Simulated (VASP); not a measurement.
# Mn3Si (Fm-3m) in VASP: notebook

Mn3Si is run at these levels: LDA; tasks: single point.

Program: VASP 6.6.1. These are calculated values, not measurements. Logs are shortened: lines on timing, memory, paths and dates and some standing lists are left out, and cuts for length are marked.

### 1 The cell of the first run

Symmetry: Fm-3m, No. 225, cubic system. The conventional cell has a = 5.722 Å, b = 5.722 Å, c = 5.722 Å, α = 90.00°, β = 90.00°, γ = 90.00°. Mn (site symmetry m-3m) has 8 Mn at 2.48 Å and 6 Si at 2.86 Å within 3.3 Å. Mn (site symmetry -43m) has 10 Mn at 2.48 to 2.86 Å and 4 Si at 2.48 Å within 3.3 Å. Within 3.3 Å of Si (site symmetry m-3m) lie 14 Mn at 2.48 to 2.86 Å.

### 2 Single point, LDA

INCAR reads:

```
PREC = Accurate
ENCUT = 520
EDIFF = 1E-6
ISMEAR = -1
SIGMA = 0.05
LREAL = F
LASPH = T
NELM = 100
ALGO = Normal
ISIF = 2
LWAVE = F
LCHARG = F
GGA = CA
NBANDS = 30
```

KPOINTS reads:

```
Automatic mesh
0
Gamma
  10 10 10
```

POSCAR reads:

```
Mn3Si
1.0
    0.0000000000      2.8610000000      2.8610000000
    2.8610000000      0.0000000000      2.8610000000
    2.8610000000      2.8610000000      0.0000000000
Mn Si
3 1
Direct
    0.5000000000      0.5000000000      0.5000000000
    0.2500000000      0.2500000000      0.2500000000
    0.7500000000      0.7500000000      0.7500000000
    0.0000000000      0.0000000000      0.0000000000
```

Potentials or basis: VASP PAW LDA potentials, release 64 (Mn_pv, Si).

The run is started by

```bash
cat potpaw_LDA.64/Mn_pv/POTCAR potpaw_LDA.64/Si/POTCAR > POTCAR
mpirun -np 1 vasp_std > vasp.out
```

OUTCAR:

```text
PREC = Accurate
   ENCUT = 520
   EDIFF = 1E-6
   ISMEAR = -1
   LREAL = F
   LASPH = T
   NELM = 100
   ISIF = 2
   GGA = CA

 ion  position               nearest neighbor table
   1  0.500  0.500  0.500-   2 2.48   2 2.48   2 2.48   3 2.48   3 2.48   3 2.48   3 2.48   2 2.48
                             4 2.86   4 2.86   4 2.86   4 2.86   4 2.86   4 2.86
   2  0.250  0.250  0.250-   4 2.48   4 2.48   4 2.48   1 2.48   1 2.48   1 2.48   4 2.48   1 2.48
                             3 2.86   3 2.86   3 2.86   3 2.86   3 2.86   3 2.86
   3  0.750  0.750  0.750-   1 2.48   1 2.48   1 2.48   4 2.48   4 2.48   4 2.48   4 2.48   1 2.48
                             2 2.86   2 2.86   2 2.86   2 2.86   2 2.86   2 2.86
   4  0.000  0.000  0.000-   3 2.48   3 2.48   3 2.48   2 2.48   2 2.48   2 2.48   3 2.48   2 2.48
                             1 2.86   1 2.86   1 2.86   1 2.86   1 2.86   1 2.86

  LATTYP: Found a face centered cubic cell.
 ALAT       =     5.7220000000

  Lattice vectors:

 A1 = (   0.0000000000,   2.8610000000,   2.8610000000)
 A2 = (   2.8610000000,   0.0000000000,   2.8610000000)
 A3 = (   2.8610000000,   2.8610000000,   0.0000000000)

Analysis of symmetry for initial positions (statically):
=====================================================================
 Subroutine PRICEL returns:
 Original cell was already a primitive cell.

 Routine SETGRP: Setting up the symmetry group for a
 face centered cubic supercell.

 Subroutine GETGRP returns: Found 48 space group operations
 (whereof 48 operations were pure point group operations)
 out of a pool of 48 trial point group operations.

The static configuration has the point symmetry O_h .

Analysis of symmetry for dynamics (positions and initial velocities):
=====================================================================
 Subroutine PRICEL returns:
 Original cell was already a primitive cell.

 Routine SETGRP: Setting up the symmetry group for a
 face centered cubic supercell.

 Subroutine GETGRP returns: Found 48 space group operations
 (whereof 48 operations were pure point group operations)
 out of a pool of 48 trial point group operations.

The dynamic configuration has the point symmetry O_h .

 Subroutine INISYM returns: Found 48 space group operations
 (whereof 48 operations are pure point group operations),
 and found     1 'primitive' translations

----------------------------------------------------------------------------------------

                                     Primitive cell

  volume of cell :      46.8364

  direct lattice vectors                    reciprocal lattice vectors
     0.000000000  2.861000000  2.861000000    -0.174764069  0.174764069  0.174764069
     2.861000000  0.000000000  2.861000000     0.174764069 -0.174764069  0.174764069
     2.861000000  2.861000000  0.000000000     0.174764069  0.174764069 -0.174764069

  length of vectors
     4.046065002  4.046065002  4.046065002     0.302700246  0.302700246  0.302700246

  position of ions in fractional coordinates (direct lattice)
     0.500000000  0.500000000  0.500000000
     0.250000000  0.250000000  0.250000000
     0.750000000  0.750000000  0.750000000
     0.000000000  0.000000000  0.000000000

  ion indices of the primitive-cell ions
   primitive index   ion index
                 1           1
                 2           2
                 3           3
                 4           4

----------------------------------------------------------------------------------------

 KPOINTS: Automatic mesh

Automatic generation of k-mesh.
 Grid dimensions read from file:
 generate k-points for:   10   10   10

 Generating k-lattice:

  Cartesian coordinates                     Fractional coordinates (reciprocal lattice)
    -0.017476407  0.017476407  0.017476407     0.100000000  0.000000000  0.000000000
     0.017476407 -0.017476407  0.017476407     0.000000000  0.100000000  0.000000000
     0.017476407  0.017476407 -0.017476407     0.000000000  0.000000000  0.100000000

  Length of vectors
     0.030270025  0.030270025  0.030270025

  Shift w.r.t. Gamma in fractional coordinates (k-lattice)
     0.000000000  0.000000000  0.000000000

 Subroutine IBZKPT returns following result:
 ===========================================

 Found     47 irreducible k-points:

 Following reciprocal coordinates:
            Coordinates               Weight
  0.000000  0.000000  0.000000      1.000000
  0.100000  0.000000  0.000000      8.000000
  0.200000  0.000000  0.000000      8.000000
  0.300000  0.000000  0.000000      8.000000
  0.400000  0.000000  0.000000      8.000000
  0.500000  0.000000  0.000000      4.000000
[... 16 lines left out ...]
  0.300000  0.300000  0.000000      6.000000
  0.400000  0.300000  0.000000     24.000000
 [... further k-points ...]
   k-points           NKPTS =     47   k-points in BZ     NKDIM =     47   number of bands    NBANDS=     30
   number of dos      NEDOS =    301   number of ions     NIONS =      4
   total plane-waves  NPLWV =  27000
   dimension x,y,z NGX =    30 NGY =   30 NGZ =   30
   dimension x,y,z NGXF=    60 NGYF=   60 NGZF=   60
   ions per type =               3   1
   NGX,Y,Z   is equivalent  to a cutoff of  12.33, 12.33, 12.33 a.u.
   NGXF,Y,Z  is equivalent  to a cutoff of  24.65, 24.65, 24.65 a.u.
 SYSTEM =  unknown system
   PREC   = accura    normal or accurate (medium, high low for compatibility)
   ISTART =      0    job   : 0-new  1-cont  2-samecut
   ICHARG =      2    charge: 1-file 2-atom 10-const
   ISPIN  =      1    spin polarized calculation?
   LNONCOLLINEAR =      F non collinear calculations
   LSORBIT =      F    spin-orbit coupling
   LASPH  =      T    aspherical Exc in radial PAW
   ENCUT  =  520.0 eV  38.22 Ry    6.18 a.u.   7.52  7.52  7.52*2*pi/ulx,y,z
   NELM   =    100;   NELMIN=  2; NELMDL= -5     # of ELM steps
   EDIFF  = 0.1E-05   stopping-criterion for ELM
   LREAL  =      F    real-space projection
   EDIFFG = 0.1E-04   stopping-criterion for IOM
   NSW    =      0    number of steps for IOM
   IBRION =     -1    ionic relax: 0-MD 1-quasi-New 2-CG
   NFREE  =      0    steps in history (QN), initial steepest desc. (CG)
   ISIF   =      2    stress and relaxation
   ISYM   =      2    0-nonsym 1-usesym 2-fastsym
   POTIM  = 0.5000    time-step for ionic-motion
   TEBEG  =    0.0;   TEEND  =   0.0 temperature during run
   PSTRESS=    0.0 pullay stress
   NELECT =      43.0000    total number of electrons
   NUPDOWN=      -1.0000    fix difference up-down
   EMIN   =  10.00;   EMAX   =-10.00  energy-range for DOS
   EFERMI =   0.00;   METHOD = LEGACY
   ISMEAR =    -1;   SIGMA  =   0.05  broadening in eV -4-tet -1-fermi 0-gaus
   EFERMI_NEDOS =   21; number of points for ismear=-14 and -15
   IALGO  =     38    algorithm
   IMIX   =      4    mixing-type and parameters
     AMIX     =   0.40;   BMIX     =  1.00
     AMIX_MAG =   1.60;   BMIX_MAG =  1.00
  volume/ion in A,a.u.               =      11.71        79.02
  Fermi-wavevector in a.u.,A,eV,Ry     =   1.591121  3.006782 34.445395  2.531665
  Thomas-Fermi vector in A             =   2.689710
   LORBIT       =      0    0 simple, 1 ext, 2 COOP (PROOUT), +10 PAW based schemes
   GGA     = CA    functional components
   LHFCALC =     F    Hartree Fock is set to
   AEXX    =    0.0000 exact exchange contribution
   IVDW    =     0    specifies the selected vdW correction
   LEPSILON=     F    determine dielectric tensor
   LRPA    =     F    only Hartree local field effects (RPA)
 non-spin polarized calculation
  energy-cutoff  :      520.00
  volume of cell :       46.84
 maximum number of plane-waves:      1295
   NGX = 15   NGY = 15   NGZ = 15

 number of electron      43.0000044 magnetization

 Free energy of the ion-electron system (eV)
  ---------------------------------------------------
  ext. energy  EPLUGINS =         0.00000000
  ---------------------------------------------------
  free energy    TOTEN  =       -36.97119244 eV

  energy without entropy =      -36.90962732  energy(sigma->0) =      -36.94040988

 E-fermi :  10.1348     XC(G=0): -13.4091

 val. band max:       10.1318975319   @ k =  -0.3000   0.4000   0.1000
 cond. band min:      10.1359030051   @ k =   0.2000   0.1000   0.0000
 fundamental gap:      0.0040054732
 Fermi energy:        10.1347782733

 k-point     1 :       0.0000    0.0000    0.0000
  band No.  band energies     occupation
      1     -37.8054      2.00000
      2     -37.8054      2.00000
      3     -37.8054      2.00000
      4     -37.3001      2.00000
      5     -37.3001      2.00000
      6     -37.3001      2.00000
[... 22 lines left out ...]
     29      14.6307      0.00000
     30      16.2593      0.00000

 k-point     2 :       0.1000    0.0000    0.0000
  band No.  band energies     occupation
      1     -37.8074      2.00000
      2     -37.8074      2.00000
      3     -37.8063      2.00000
      4     -37.2967      2.00000
      5     -37.2967      2.00000
      6     -37.2925      2.00000
[... 22 lines left out ...]
     29      14.7216      0.00000
     30      15.9184      0.00000

 k-point     3 :       0.2000    0.0000    0.0000
  band No.  band energies     occupation
      1     -37.8126      2.00000
      2     -37.8126      2.00000
      3     -37.8076      2.00000
      4     -37.2875      2.00000
      5     -37.2875      2.00000
      6     -37.2731      2.00000
[... 22 lines left out ...]
     29      14.5545      0.00000
     30      16.1685      0.00000

 k-point     4 :       0.3000    0.0000    0.0000
  band No.  band energies     occupation
      1     -37.8188      2.00000
      2     -37.8188      2.00000
      3     -37.8075      2.00000
      4     -37.2752      2.00000
      5     -37.2752      2.00000
      6     -37.2501      2.00000
[... 22 lines left out ...]
     29      14.5173      0.00000
     30      15.8393      0.00000

 k-point     5 :       0.4000    0.0000    0.0000
  band No.  band energies     occupation
      1     -37.8236      2.00000
      2     -37.8236      2.00000
      3     -37.8061      2.00000
      4     -37.2642      2.00000
      5     -37.2642      2.00000
      6     -37.2522      2.00000
[... 22 lines left out ...]
     29      14.5096      0.00000
     30      15.5045      0.00000
[... 526 lines left out ...]
     29      14.8225      0.00000
     30      17.2015      0.00000

 k-point    22 :      -0.2000    0.2000    0.0000
  band No.  band energies     occupation
      1     -37.8208      2.00000
      2     -37.8191      2.00000
      3     -37.8106      2.00000
      4     -37.2690      2.00000
      5     -37.2682      2.00000
      6     -37.2475      2.00000
[... 22 lines left out ...]
     29      14.6590      0.00000
     30      17.0482      0.00000

 k-point    23 :       0.3000    0.3000    0.0000
  band No.  band energies     occupation
      1     -37.8361      2.00000
      2     -37.8361      2.00000
      3     -37.7844      2.00000
      4     -37.2713      2.00000
      5     -37.2617      2.00000
      6     -37.2617      2.00000
[... 22 lines left out ...]
     29      15.0349      0.00000
     30      15.9318      0.00000

 k-point    24 :       0.4000    0.3000    0.0000
  band No.  band energies     occupation
      1     -37.8414      2.00000
      2     -37.8402      2.00000
      3     -37.7822      2.00000
      4     -37.2918      2.00000
      5     -37.2504      2.00000
      6     -37.2499      2.00000
[... 22 lines left out ...]
     29      15.0952      0.00000
     30      16.1709      0.00000

 [... further k-points ...]
[... 5 lines left out ...]
  --------------------------------------------------------------------------------------
  -------------------------------------------------------------------------------------
  Total       -8.8952242     -8.8952242     -8.8952242     -0.0000000      0.0000000      0.0000000
  in kB     -304.2873598   -304.2873598   -304.2873598     -0.0000000      0.0000000      0.0000000
  external PRESSURE =    -304.2873598 kB  Pullay stress =       0.0000000 kB

 VOLUME and BASIS-vectors are now :
 -----------------------------------------------------------------------------
  energy-cutoff  :      520.00
  volume of cell :       46.84
      direct lattice vectors                 reciprocal lattice vectors
     0.000000000  2.861000000  2.861000000    -0.174764069  0.174764069  0.174764069
     2.861000000  0.000000000  2.861000000     0.174764069 -0.174764069  0.174764069
     2.861000000  2.861000000  0.000000000     0.174764069  0.174764069 -0.174764069

 POSITION                                       TOTAL-FORCE (eV/Angst)
 -----------------------------------------------------------------------------------
      2.86100      2.86100      2.86100         0.000000     -0.000000      0.000000
      1.43050      1.43050      1.43050        -0.000000     -0.000000     -0.000000
      4.29150      4.29150      4.29150         0.000000      0.000000      0.000000
      0.00000      0.00000      0.00000         0.000000     -0.000000      0.000000
 -----------------------------------------------------------------------------------
    total drift:                                0.000000     -0.000000      0.000000

  FREE ENERGIE OF THE ION-ELECTRON SYSTEM (eV)
  ---------------------------------------------------
  free  energy   TOTEN  =       -36.9711924442 eV

  energy  without entropy=      -36.9096273200  energy(sigma->0) =      -36.94040988
```

Wall time 64 s (1 thread of Intel Xeon Platinum 8488C (Sapphire Rapids), shared host); peak memory 0.17 GiB.

What came out:

| Quantity | Value |
| --- | --- |
| Free energy | -36.9712 eV |
| Pressure | -30.4 GPa |
| Band gap on the k mesh | zero (an odd number of electrons rules out a gap without spin polarisation) |

Caveat: the cell stands under tension; the run has no spin polarisation, though such a crystal can be magnetic.

### 3 Single point, LDA (12.18 Å³/atom)

This run uses another cell than the first one, of 12.18 Å³/atom.

INCAR reads:

```
SYSTEM = Mn3Si
ALGO = Normal
EDIFF = 1E-6
ENCUT = 520
GGA = CA
ISIF = 2
ISMEAR = -1
LASPH = .True.
LCHARG = .False.
LREAL = .False.
LWAVE = .False.
NBANDS = 30
NELM = 80
PREC = Accurate
SIGMA = 0.05
```

KPOINTS reads:

```
k-points
0
Gamma
  10 10 10
  0 0 0
```

POSCAR reads:

```
Mn3Si
1.0
    0.0000000000      2.8986490543      2.8986490543
    2.8986490543      0.0000000000      2.8986490543
    2.8986490543      2.8986490543      0.0000000000
Mn Si
3 1
Direct
    0.5000000000      0.5000000000      0.5000000000
    0.2500000000      0.2500000000      0.2500000000
    0.7500000000      0.7500000000      0.7500000000
    0.0000000000      0.0000000000      0.0000000000
```

Potentials or basis: VASP PAW LDA potentials, release 64 (Mn_pv, Si).

The run is started by

```bash
cat potpaw_LDA.64/Mn_pv/POTCAR potpaw_LDA.64/Si/POTCAR > POTCAR
mpirun -np 1 vasp_std > vasp.out
```

Wall time 51 s (1 thread of Intel Xeon Platinum 8488C (Sapphire Rapids), shared host); peak memory 0.18 GiB.

It converged, with:

```
Free energy            : -36.5829 eV
Pressure               : -35.9 GPa
Band gap on the k mesh : zero (an odd number of electrons rules out a gap without spin polarisation)
```

Levels at points of the mesh, in eV from the Fermi level:
| k point | band 17 | band 18 | band 19 | band 20 | band 21 | band 22 | band 23 | band 24 | band 25 | band 26 |
| --- | --- | --- | --- | --- | --- | --- | --- | --- | --- | --- |
| (0.00, 0.00, 0.00) | -1.96 | -1.96 | 0.31 | 0.31 | 0.31 | 0.41 | 0.41 | 0.87 | 0.87 | 3.13 |
| (0.50, 0.00, 0.00) | -1.64 | -1.64 | -0.80 | -0.80 | -0.80 | 0.32 | 0.32 | 0.49 | 0.49 | 0.80 |
| (0.50, 0.50, 0.00) | -2.07 | -1.78 | -1.10 | -0.47 | -0.47 | -0.01 | 0.27 | 0.31 | 0.78 | 0.78 |

Caveat: the cell stands under tension; the run has no spin polarisation, though such a crystal can be magnetic. Spin polarisation is off, so any magnetic state and its effect on volume and gap are missing.
